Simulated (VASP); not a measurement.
HfMoC2: single point with RPBE

The system is HfMoC2.

```
Hf Mo C
1.0
     3.19142    0.00000    0.00000
     0.00000    3.19142    0.00000
     0.00000    0.00000    4.48516
Hf Mo C
1 1 2
Direct
  0.00000 0.00000 0.00000
  0.50000 0.50000 0.50000
  0.50000 0.50000 0.00000
  0.00000 0.00000 0.50000
```

| Property | Result |
| --- | --- |
| Program | VASP 6.6.1 |
| Task | single point |
| Functional | RPBE |
| Potentials or basis | VASP PAW PBE potentials, release 64 (Hf_pv, Mo_sv, C) |
| Cutoff | 520 eV |
| k mesh | 5 × 5 × 4 |
| Occupations | fermi-dirac, width 0.05 eV |
| Spin | no spin polarisation |
| Dipole correction | no |
| Further INCAR settings | ALGO = Normal; EDIFF = 1e-06; NBANDS = 24 |

```
Pressure               : 3.0 GPa
Band gap on the k mesh : zero (band 16 reaches 10.37 eV, above the bottom of band 17 at 8.18 eV)
```

Stress tensor (GPa, compression positive):
```
0.76 0.00 0.00
0.00 0.76 0.00
0.00 0.00 7.51
```

Levels at points of the mesh, in eV from the Fermi level:
```csv
k point,band 14,band 15,band 16,band 17,band 18,band 19
"(0.00, 0.00, 0.00)",-1.33,-1.33,-0.54,-0.39,0.00,0.08
"(0.00, 0.00, 0.50)",-2.24,-1.87,-1.87,-1.39,-0.44,2.07
```

Wall time 32 s on 1 thread of Intel Xeon 8259CL (shared host), peak memory 0.17 GiB.

Caveat: the k points lie up to 0.39 Å⁻¹ apart; the PAW data sets were made with another functional, which shifts forces and pressure a little; spin-orbit coupling is left out, which moves the levels of the heavy elements.
